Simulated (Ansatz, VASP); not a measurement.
## ZnAu: VASP beside Ansatz

INCAR

```
ALGO = Fast ; EDIFF = 1E-6
ENCUT = 520 ; GGA = PE
ISIF = 2 ; ISMEAR = -1
LASPH = True ; LCHARG = True
LELF = True ; LREAL = False
LVHAR = True ; LWAVE = False
NBANDS = 18 ; NELM = 100
PREC = Accurate ; SIGMA = 0.05
```

KPOINTS

```
k-points
0
Gamma
  7 7 7
```

POSCAR

```
ZnAu
1.0
    3.1784700000      0.0000000000      0.0000000000
    0.0000000000      3.1784700000      0.0000000000
    0.0000000000      0.0000000000      3.1470000000
Au Zn
1 1
Direct
    0.0000000000      0.0000000000      0.0000000000
    0.5000000000      0.5000000000      0.5000000000
```

Contents of input.yaml:

```yaml
crystal:
  lattice:
    - [3.17847, 0.0, 0.0]
    - [0.0, 3.17847, 0.0]
    - [0.0, 0.0, 3.147]
  atoms:
    - { symbol: Au, position: [0.0, 0.0, 0.0] }
    - { symbol: Zn, position: [0.5, 0.5, 0.5] }
hamiltonian:
  xc: pbe
  pseudopotentials: { kind: paw }
kpoints:
  mp_grid: { grid: [7, 7, 7] }
  band_path:
    path:
      - [[0.0, 0.0, 0.0], [0.0, 0.5, 0.0], [0.5, 0.5, 0.0], [0.0, 0.0, 0.0], [0.0, 0.0, 0.5], [0.0, 0.5, 0.5], [0.5, 0.5, 0.5], [0.0, 0.0, 0.5]]
      - [[0.0, 0.5, 0.0], [0.0, 0.5, 0.5]]
      - [[0.5, 0.5, 0.0], [0.5, 0.5, 0.5]]
    npoints: 14
scf:
  occupations: { method: fermi_dirac, width: 0.05 }
  n_extra_bands: 6
output:
  forces: true
  stress: true
  eigenvalues: true
  fatbands: true
```

Alike in both runs: functional PBE; k mesh 7 × 7 × 7; occupations fermi-dirac, width 0.05 eV; no spin polarisation.

|  | VASP | Ansatz |
| --- | --- | --- |
| version | VASP 6.6.1 | Ansatz 0.2.0 |
| potentials or method | VASP PAW PBE potentials, release 64 (Au, Zn) | Ansatz PAW |
| plane-wave cutoff (eV) | 520 | 420 |
| valence electrons in the cell | 23 | 31 |
| task | single point | band structure |

|  | VASP | Ansatz | Ansatz less VASP |
| --- | --- | --- | --- |
| gap on the k mesh at the Fermi level (eV) | none | none | - |
| pressure (GPa) | 1.8 | 1.8 | -0.03 |
| traceless stress, the component that is largest in VASP (GPa) | -0.26 | -0.27 | -0.011 |

A gap of «none» marks a metal or a gap that the smearing closes. VASP's potentials hold 23 valence electrons a cell and Ansatz's 31, so a difference there can come from the potentials and not from the codes.

Spin-orbit coupling is off throughout.
